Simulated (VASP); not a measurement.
A run of VASP 6.6.1 is set up as follows.

File POSCAR:

```
MgO
1.0
    0.0000000000      2.0592549464      2.0592549464
    2.0592549464      0.0000000000      2.0592549464
    2.0592549464      2.0592549464      0.0000000000
Mg O
1 1
Direct
    0.0000000000      0.0000000000      0.0000000000
    0.5000000000      0.5000000000      0.5000000000
```

File INCAR.step1:

```
SYSTEM = MgO
PREC = Accurate ; ENCUT = 660
ISMEAR = 0 ; SIGMA = 0.02
LREAL = .False. ; LASPH = .True.
NELM = 120 ; NBANDS = 15
GGA = PE ; ALGO = Normal
EDIFF = 1E-5 ; LWAVE = .True.
LCHARG = .False. ; GGA_COMPAT = .False.
```

The input INCAR.step2:

```
SYSTEM = MgO
PREC = Accurate ; ENCUT = 660
EDIFF = 1E-6 ; ISMEAR = 0
SIGMA = 0.02 ; LREAL = .False.
LASPH = .True. ; NELM = 120
ALGO = Normal ; ISIF = 2
LWAVE = .False. ; LCHARG = .False.
METAGGA = R2SCAN ; LMIXTAU = .True.
NBANDS = 15 ; ISTART = 1
GGA_COMPAT = .False.
```

Contents of KPOINTS:

```
regular mesh
0
Gamma
  10 10 10
  0 0 0
```

Potentials or basis: VASP PAW PBE potentials, release 64 (Mg_sv, O).

Command:

```sh
$ cat potpaw_PBE.64/Mg_sv/POTCAR potpaw_PBE.64/O/POTCAR > POTCAR
$ cp INCAR.step1 INCAR
$ mpirun -np 1 vasp_std > vasp.out
$ cp INCAR.step2 INCAR
$ mpirun -np 1 vasp_std > vasp.out
```

Task: What does it give for the pressure?

Result: 11.7 GPa.

Task: Estimate the band gap on the k mesh.

Result: 6.37 eV, direct.

Caveat: the PAW data sets were made with another functional, which shifts forces and pressure a little.
